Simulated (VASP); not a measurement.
A run of VASP 6.6.1 is set up as follows.

INCAR

```
SYSTEM = HfRu
PREC     = Accurate       ! precision mode
ENCUT    = 600            ! plane-wave cutoff, eV
EDIFF    = 1E-6           ! SCF threshold, eV
ISMEAR   = -1             ! smearing method
SIGMA    = 0.1            ! smearing width, eV
LREAL    = .FALSE.        ! projectors in reciprocal space
LASPH    = .TRUE.         ! aspherical terms in the spheres
NELM     = 60             ! most SCF steps
ALGO     = Normal         ! electronic algorithm
ISIF     = 3              ! what is computed and relaxed
LWAVE    = .FALSE.        ! write WAVECAR
LCHARG   = .FALSE.        ! write CHGCAR
IBRION   = 2              ! ionic algorithm
NSW      = 100            ! ionic steps
EDIFFG   = -0.002         ! ionic threshold
```

KPOINTS

```
Automatic mesh
0
G
  12 12 12
  0 0 0
```

POSCAR

```
HfRu
1.0
    3.2330000000      0.0000000000      0.0000000000
    0.0000000000      3.2330000000      0.0000000000
    0.0000000000      0.0000000000      3.2330000000
Hf Ru
1 1
Direct
    0.0000000000      0.0000000000      0.0000000000
    0.5000000000      0.5000000000      0.5000000000
```

Potentials or basis: VASP PAW LDA potentials, release 64 (Hf_pv, Ru_pv).

Run with:

```console
$ cat potpaw_LDA.64/Hf_pv/POTCAR potpaw_LDA.64/Ru_pv/POTCAR > POTCAR
$ mpirun -np 1 vasp_std > vasp.out
```

(1) Estimate the relaxed cell.

(2) Predict the band gap on the k mesh.

(3) Predict the relaxed volume.

(4) Estimate the space group after relaxing (to 0.1 Å).

## Answers

(1) a = 3.180 Å, b = 3.180 Å, c = 3.180 Å, α = 90.00°, β = 90.00°, γ = 90.00°.

(2) zero (bands 12 and 13 overlap by 1.73 eV).

(3) 16.09 Å³/atom.

(4) Pm-3m (No. 221).

Caveat: spin-orbit coupling is left out, which moves the levels of the heavy elements.
